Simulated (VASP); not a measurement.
A run of VASP 6.6.1:

INCAR

```
SYSTEM = SiO2
PREC = Accurate
ENCUT = 600
EDIFF = 1E-7
ISMEAR = 0
SIGMA = 0.02
LREAL = .False.
LASPH = .True.
NELM = 60
ALGO = Normal
ISIF = 3
LWAVE = .False.
LCHARG = .False.
GGA = PE
IBRION = 2
NSW = 100
EDIFFG = -0.005
```

File KPOINTS:

```
regular mesh
0
Gamma
  6 6 6
  0 0 0
```

Contents of POSCAR:

```
SiO2
1.0
   -2.5133695493      2.5133695493      3.6893902076
    2.5133695493     -2.5133695493      3.6893902076
    2.5133695493      2.5133695493     -3.6893902076
Si O
2 4
Direct
    0.0000000000      0.0000000000      0.0000000000
    0.7500000000      0.2500000000      0.5000000000
    0.9670112400      0.6250000000      0.8420112400
    0.3750000000      0.2170112400      0.3420112400
    0.7829887600      0.1250000000      0.1579887600
    0.8750000000      0.0329887600      0.6579887600
```

Potentials or basis: VASP PAW PBE potentials, release 64 (Si, O).

Run with:

```console
$ cat potpaw_PBE.64/Si/POTCAR potpaw_PBE.64/O/POTCAR > POTCAR
$ mpirun -np 1 vasp_std > vasp.out
```

Hardware: 1 thread of Intel(R) Xeon(R) Platinum 8488C (Sapphire Rapids) (shared host).

Q: How long does it take, and how much memory?

A: It took 91 s on 1 thread of Intel(R) Xeon(R) Platinum 8488C (Sapphire Rapids), with other jobs on the host, peak memory 0.28 GiB. Counts: scf iterations 28, k points 30, ion steps 3.
